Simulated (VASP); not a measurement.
A run of VASP 6.6.1 is set up as follows.

Contents of POSCAR:

```
Ir
1.0
    1.8836470032      1.8836470032      0.0000000000
   -1.8836470032      1.8836470032      0.0000000000
    0.0000000000      0.0000000000      3.7672940065
Ir
2
Direct
    0.0000000000      0.0000000000      0.0000000000
    0.5000000000      0.5000000000      0.5000000000
```

File INCAR.step1:

```
SYSTEM = Ir
ALGO = Normal ; EDIFF = 1E-4
ENCUT = 520 ; GGA = PE
ISMEAR = 0 ; LASPH = .True.
LCHARG = .False. ; LREAL = .False.
LWAVE = .True. ; NBANDS = 16
NELM = 80 ; PREC = Accurate
SIGMA = 0.1
```

File INCAR.step2:

```
SYSTEM = Ir
ALGO = Normal ; EDIFF = 1E-6
ENCUT = 520 ; ISIF = 2
ISMEAR = 0 ; ISTART = 1
LASPH = .True. ; LCHARG = .True.
LELF = .True. ; LMIXTAU = .True.
LREAL = .False. ; LVHAR = .True.
LWAVE = .False. ; METAGGA = R2SCAN
NBANDS = 16 ; NELM = 80
PREC = Accurate ; SIGMA = 0.1
```

File KPOINTS:

```
k-points
0
Gamma
  20 20 14
  0 0 0
```

Potentials or basis: VASP PAW PBE potentials, release 64 (Ir).

Run with:

```sh
$ cat potpaw_PBE.64/Ir/POTCAR > POTCAR
$ cp INCAR.step1 INCAR
$ mpirun -np 1 vasp_std > vasp.out
$ cp INCAR.step2 INCAR
$ mpirun -np 1 vasp_std > vasp.out
```

Task: Predict the band gap on the k mesh.

Result: Zero (bands 9 and 10 overlap by 3.84 eV).

Task: What does it give for the pressure?

Result: 30.1 GPa.

Caveat: the cell differs from its parent crystal (equal strain along all axes, cell held: -2.0 %); the cell stands under pressure; the PAW data sets were made with another functional, which shifts forces and pressure a little; spin-orbit coupling is left out, which moves the levels of the heavy elements.
